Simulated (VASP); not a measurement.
# Nb (R-3m) in VASP: single point with r2SCAN

Aim: the single point of Nb with r2SCAN.

Program: VASP 6.6.1. These are calculated values, not measurements. Logs are shortened: lines on timing, memory, paths and dates and some standing lists are left out, and cuts for length are marked.

## Step 1: The cell of the first run

It takes space group R-3m (No. 166, trigonal). Conventional cell: a = 4.197 Å, b = 4.197 Å, c = 3.624 Å, α = 90.00°, β = 90.00°, γ = 120.00°. Within 3.6 Å of Nb (site symmetry -3m) lie 12 Nb at 2.71 to 3.42 Å.

## Step 2: Single point, r2SCAN

POSCAR reads:

```
Nb
1.0
   -1.2810883364      1.6866838714      1.6866838714
    1.6866838714     -1.2810883364      1.6866838714
    1.6866838714      1.6866838714     -1.2810883364
Nb
1
Direct
    0.0000000000      0.0000000000      0.0000000000
```

INCAR.step1 reads:

```
SYSTEM = Nb
PREC = Accurate
ENCUT = 520
ISMEAR = 0
SIGMA = 0.15
LREAL = .False.
LASPH = .True.
NELM = 100
NBANDS = 12
GGA = PE
ALGO = Normal
EDIFF = 1E-4
LWAVE = .True.
LCHARG = .False.
```

INCAR.step2 reads:

```
SYSTEM = Nb
PREC = Accurate
ENCUT = 520
EDIFF = 1E-7
ISMEAR = 0
SIGMA = 0.15
LREAL = .False.
LASPH = .True.
NELM = 100
ALGO = Normal
ISIF = 2
LWAVE = .False.
LCHARG = .False.
METAGGA = R2SCAN
LMIXTAU = .True.
NBANDS = 12
ISTART = 1
```

KPOINTS reads:

```
regular mesh
0
Gamma
  22 22 22
  0 0 0
```

Potentials or basis: VASP PAW PBE potentials, release 64 (Nb_sv).

Run with:

```
$ cat potpaw_PBE.64/Nb_sv/POTCAR > POTCAR
$ cp INCAR.step1 INCAR
$ mpirun -np 1 vasp_std > vasp.out
$ cp INCAR.step2 INCAR
$ mpirun -np 1 vasp_std > vasp.out
```

OUTCAR:

```text
SYSTEM = Nb
   PREC = Accurate
   ENCUT = 520
   EDIFF = 1E-7
   ISMEAR = 0
   LREAL = .False.
   LASPH = .True.
   NELM = 100
   ISIF = 2
   METAGGA = R2SCAN
   ISTART = 1

 ion  position               nearest neighbor table
   1  0.000  0.000  0.000-

  LATTYP: Found a trigonal (rhomboedric) cell.
 ALAT       =     2.7075805232
 COS(alpha) =    -0.2014297014

  Lattice vectors:

 A1 = (  -1.2810883364,   1.6866838714,   1.6866838714)
 A2 = (   1.6866838714,  -1.2810883364,   1.6866838714)
 A3 = (   1.6866838714,   1.6866838714,  -1.2810883364)

Analysis of symmetry for initial positions (statically):
=====================================================================
 Subroutine PRICEL returns:
 Original cell was already a primitive cell.

 Routine SETGRP: Setting up the symmetry group for a
 trigonal (rhombohedral) supercell.

 Subroutine GETGRP returns: Found 12 space group operations
 (whereof 12 operations were pure point group operations)
 out of a pool of 12 trial point group operations.

The static configuration has the point symmetry D_3d.

Analysis of symmetry for dynamics (positions and initial velocities):
=====================================================================
 Subroutine PRICEL returns:
 Original cell was already a primitive cell.

 Routine SETGRP: Setting up the symmetry group for a
 trigonal (rhombohedral) supercell.

 Subroutine GETGRP returns: Found 12 space group operations
 (whereof 12 operations were pure point group operations)
 out of a pool of 12 trial point group operations.

The dynamic configuration has the point symmetry D_3d.

 Subroutine INISYM returns: Found 12 space group operations
 (whereof 12 operations are pure point group operations),
 and found     1 'primitive' translations

----------------------------------------------------------------------------------------

                                     Primitive cell

  volume of cell :      18.4281

  direct lattice vectors                    reciprocal lattice vectors
    -1.281088336  1.686683871  1.686683871    -0.065319510  0.271633574  0.271633574
     1.686683871 -1.281088336  1.686683871     0.271633574 -0.065319510  0.271633574
     1.686683871  1.686683871 -1.281088336     0.271633574  0.271633574 -0.065319510

  length of vectors
     2.707580523  2.707580523  2.707580523     0.389661694  0.389661694  0.389661694

  position of ions in fractional coordinates (direct lattice)
     0.000000000  0.000000000  0.000000000

  ion indices of the primitive-cell ions
   primitive index   ion index
                 1           1

----------------------------------------------------------------------------------------

 KPOINTS: regular mesh

Automatic generation of k-mesh.
 Grid dimensions read from file:
 generate k-points for:   22   22   22

 Generating k-lattice:

  Cartesian coordinates                     Fractional coordinates (reciprocal lattice)
    -0.002969069  0.012346981  0.012346981     0.045454545  0.000000000  0.000000000
     0.012346981 -0.002969069  0.012346981     0.000000000  0.045454545  0.000000000
     0.012346981  0.012346981 -0.002969069     0.000000000  0.000000000  0.045454545

  Length of vectors
     0.017711895  0.017711895  0.017711895

  Shift w.r.t. Gamma in fractional coordinates (k-lattice)
     0.000000000  0.000000000  0.000000000

 Subroutine IBZKPT returns following result:
 ===========================================

 Found   1024 irreducible k-points:

 Following reciprocal coordinates:
            Coordinates               Weight
  0.000000  0.000000  0.000000      1.000000
  0.045455  0.000000  0.000000      6.000000
  0.090909  0.000000  0.000000      6.000000
  0.136364  0.000000  0.000000      6.000000
  0.181818 -0.000000 -0.000000      6.000000
  0.227273 -0.000000 -0.000000      6.000000
[... 16 lines left out ...]
  0.500000  0.045455 -0.000000     12.000000
 -0.454545  0.045455  0.000000     12.000000
 [... further k-points ...]
   k-points           NKPTS =   1024   k-points in BZ     NKDIM =   1024   number of bands    NBANDS=     12
   number of dos      NEDOS =    301   number of ions     NIONS =      1
   total plane-waves  NPLWV =   8000
   dimension x,y,z NGX =    20 NGY =   20 NGZ =   20
   dimension x,y,z NGXF=    40 NGYF=   40 NGZF=   40
   ions per type =               1
   NGX,Y,Z   is equivalent  to a cutoff of  12.28, 12.28, 12.28 a.u.
   NGXF,Y,Z  is equivalent  to a cutoff of  24.56, 24.56, 24.56 a.u.
 SYSTEM =  Nb
   PREC   = accura    normal or accurate (medium, high low for compatibility)
   ISTART =      1    job   : 0-new  1-cont  2-samecut
   ICHARG =      0    charge: 1-file 2-atom 10-const
   ISPIN  =      1    spin polarized calculation?
   LNONCOLLINEAR =      F non collinear calculations
   LSORBIT =      F    spin-orbit coupling
   LASPH  =      T    aspherical Exc in radial PAW
   ENCUT  =  520.0 eV  38.22 Ry    6.18 a.u.   5.03  5.03  5.03*2*pi/ulx,y,z
   NELM   =    100;   NELMIN=  2; NELMDL=  0     # of ELM steps
   EDIFF  = 0.1E-06   stopping-criterion for ELM
   LREAL  =      F    real-space projection
   EDIFFG = 0.1E-05   stopping-criterion for IOM
   NSW    =      0    number of steps for IOM
   IBRION =     -1    ionic relax: 0-MD 1-quasi-New 2-CG
   NFREE  =      0    steps in history (QN), initial steepest desc. (CG)
   ISIF   =      2    stress and relaxation
   ISYM   =      2    0-nonsym 1-usesym 2-fastsym
   POTIM  = 0.5000    time-step for ionic-motion
   TEBEG  =    0.0;   TEEND  =   0.0 temperature during run
   PSTRESS=    0.0 pullay stress
   NELECT =      13.0000    total number of electrons
   NUPDOWN=      -1.0000    fix difference up-down
   EMIN   =  10.00;   EMAX   =-10.00  energy-range for DOS
   EFERMI =   0.00;   METHOD = LEGACY
   ISMEAR =     0;   SIGMA  =   0.15  broadening in eV -4-tet -1-fermi 0-gaus
   EFERMI_NEDOS =   21; number of points for ismear=-14 and -15
   IALGO  =     38    algorithm
   IMIX   =      4    mixing-type and parameters
     AMIX     =   0.40;   BMIX     =  1.00
     AMIX_MAG =   1.60;   BMIX_MAG =  1.00
  volume/ion in A,a.u.               =      18.43       124.36
  Fermi-wavevector in a.u.,A,eV,Ry     =   1.457345  2.753983 28.896790  2.123854
  Thomas-Fermi vector in A             =   2.574157
   LORBIT       =      0    0 simple, 1 ext, 2 COOP (PROOUT), +10 PAW based schemes
   METAGGA = R2SCAN    functional components
   LHFCALC =     F    Hartree Fock is set to
   AEXX    =    0.0000 exact exchange contribution
   IVDW    =     0    specifies the selected vdW correction
   LEPSILON=     F    determine dielectric tensor
   LRPA    =     F    only Hartree local field effects (RPA)
 non-spin polarized calculation
 Gauss-broadening in eV      SIGMA  =   0.15
  energy-cutoff  :      520.00
  volume of cell :       18.43
 maximum number of plane-waves:       511
   NGX = 11   NGY = 11   NGZ = 11

 number of electron      12.9999999 magnetization

 Free energy of the ion-electron system (eV)
  ---------------------------------------------------
  ext. energy  EPLUGINS =         0.00000000
  ---------------------------------------------------
  free energy    TOTEN  =       -24.50238108 eV

  energy without entropy =      -24.49069471  energy(sigma->0) =      -24.49653790

 E-fermi :  10.9820     XC(G=0): -13.4115

 val. band max:       10.9787788019   @ k =   0.5000   0.3182   0.2727
 cond. band min:      10.9916266806   @ k =   0.3636   0.2273   0.1818
 fundamental gap:      0.0128478787
 Fermi energy:        10.9819570387

 k-point     1 :       0.0000    0.0000    0.0000
  band No.  band energies     occupation
      1     -45.4220      2.00000
      2     -20.1039      2.00000
      3     -19.7263      2.00000
      4     -19.7263      2.00000
      5       4.7299      2.00000
      6       8.7772      2.00000
      7       8.7772      2.00000
      8      14.7785      0.00000
      9      15.8288      0.00000
     10      15.8288      0.00000
     11      25.0699      0.00000
     12      25.0699      0.00000

 k-point     2 :       0.0455    0.0000    0.0000
  band No.  band energies     occupation
      1     -45.4173      2.00000
      2     -20.1139      2.00000
      3     -19.7525      2.00000
      4     -19.7248      2.00000
      5       4.8034      2.00000
      6       8.7828      2.00000
      7       8.8300      2.00000
      8      14.7441      0.00000
      9      15.7722      0.00000
     10      15.7964      0.00000
     11      25.1637      0.00000
     12      25.1850      0.00000

 k-point     3 :       0.0909    0.0000    0.0000
  band No.  band energies     occupation
      1     -45.4036      2.00000
      2     -20.1535      2.00000
      3     -19.8176      2.00000
      4     -19.7204      2.00000
      5       5.0160      2.00000
      6       8.7978      2.00000
      7       8.9838      2.00000
      8      14.6388      0.00000
      9      15.6181      0.00000
     10      15.7322      0.00000
     11      25.4265      0.00000
     12      25.4487      0.00000

 k-point     4 :       0.1364    0.0000    0.0000
  band No.  band energies     occupation
      1     -45.3818      2.00000
      2     -20.2504      2.00000
      3     -19.8829      2.00000
      4     -19.7135      2.00000
      5       5.3448      2.00000
      6       8.8174      2.00000
      7       9.2243      2.00000
      8      14.4813      0.00000
      9      15.4058      0.00000
     10      15.6933      0.00000
     11      25.6143      0.00000
     12      25.8088      0.00000

 k-point     5 :       0.1818   -0.0000   -0.0000
  band No.  band energies     occupation
      1     -45.3537      2.00000
      2     -20.4181      2.00000
      3     -19.9191      2.00000
      4     -19.7046      2.00000
      5       5.7544      2.00000
      6       8.8350      2.00000
      7       9.5258      2.00000
      8      14.3379      0.00000
      9      15.1817      0.00000
     10      15.7016      0.00000
     11      25.3712      0.00000
     12      26.2356      0.00000
[... 228 lines left out ...]
      1     -45.1975      2.00000
      2     -21.4136      2.00000
      3     -19.9448      2.00000
      4     -19.6776      2.00000
      5       7.4593      2.00000
      6       8.7727      2.00000
      7      11.4858      0.00000
      8      14.7151      0.00000
      9      14.9344      0.00000
     10      16.0131      0.00000
     11      22.1775      0.00000
     12      25.3754      0.00000

 k-point    22 :       0.4545    0.0455   -0.0000
  band No.  band energies     occupation
      1     -45.1838      2.00000
      2     -21.5004      2.00000
      3     -19.9390      2.00000
      4     -19.6712      2.00000
      5       7.5396      2.00000
      6       8.7671      2.00000
      7      11.6616      0.00000
      8      14.7211      0.00000
      9      14.9063      0.00000
     10      16.0506      0.00000
     11      22.2500      0.00000
     12      25.1769      0.00000

 k-point    23 :       0.5000    0.0455   -0.0000
  band No.  band energies     occupation
      1     -45.1797      2.00000
      2     -21.5271      2.00000
      3     -19.9347      2.00000
      4     -19.6676      2.00000
      5       7.5763      2.00000
      6       8.7778      2.00000
      7      11.5658      0.00000
      8      14.7425      0.00000
      9      14.9290      0.00000
     10      16.0626      0.00000
     11      22.3145      0.00000
     12      25.1750      0.00000

 k-point    24 :      -0.4545    0.0455    0.0000
  band No.  band energies     occupation
      1     -45.1854      2.00000
      2     -21.4917      2.00000
      3     -19.9325      2.00000
      4     -19.6672      2.00000
      5       7.5679      2.00000
      6       8.8059      2.00000
      7      11.2602      0.00871
      8      14.6789      0.00000
      9      15.0400      0.00000
     10      16.0428      0.00000
     11      22.3125      0.00000
     12      25.3746      0.00000

 [... further k-points ...]

------------------------ aborting loop because EDIFF is reached ----------------------------------------

  FORCE on cell =-STRESS in cart. coord.  units (eV):
  Direction    XX          YY          ZZ          XY          YZ          ZX
  --------------------------------------------------------------------------------------
  -------------------------------------------------------------------------------------
  Total        0.3288172      0.3288172      0.3288172     -1.2916965     -1.2916965     -1.2916965
  in kB       28.5880323     28.5880323     28.5880323   -112.3027198   -112.3027198   -112.3027198
  external PRESSURE =      28.5880323 kB  Pullay stress =       0.0000000 kB

 VOLUME and BASIS-vectors are now :
 -----------------------------------------------------------------------------
  energy-cutoff  :      520.00
  volume of cell :       18.43
      direct lattice vectors                 reciprocal lattice vectors
    -1.281088336  1.686683871  1.686683871    -0.065319510  0.271633574  0.271633574
     1.686683871 -1.281088336  1.686683871     0.271633574 -0.065319510  0.271633574
     1.686683871  1.686683871 -1.281088336     0.271633574  0.271633574 -0.065319510

 POSITION                                       TOTAL-FORCE (eV/Angst)
 -----------------------------------------------------------------------------------
      0.00000      0.00000      0.00000        -0.000000     -0.000000      0.000000
 -----------------------------------------------------------------------------------
    total drift:                                0.000000     -0.000000     -0.000000

  FREE ENERGIE OF THE ION-ELECTRON SYSTEM (eV)
  ---------------------------------------------------
  free  energy   TOTEN  =       -24.5023810834 eV

  energy  without entropy=      -24.4906947089  energy(sigma->0) =      -24.49653790
```

It took 7.7 min on 1 thread of Intel Xeon Platinum 8375C at 2.90GHz (Ice Lake), shared host; peak memory 0.31 GiB.

Results:

| Quantity | Value |
| --- | --- |
| Free energy | -24.5024 eV |
| Pressure | 2.9 GPa |

Caveat: the PAW data sets were made with another functional, which shifts forces and pressure a little.
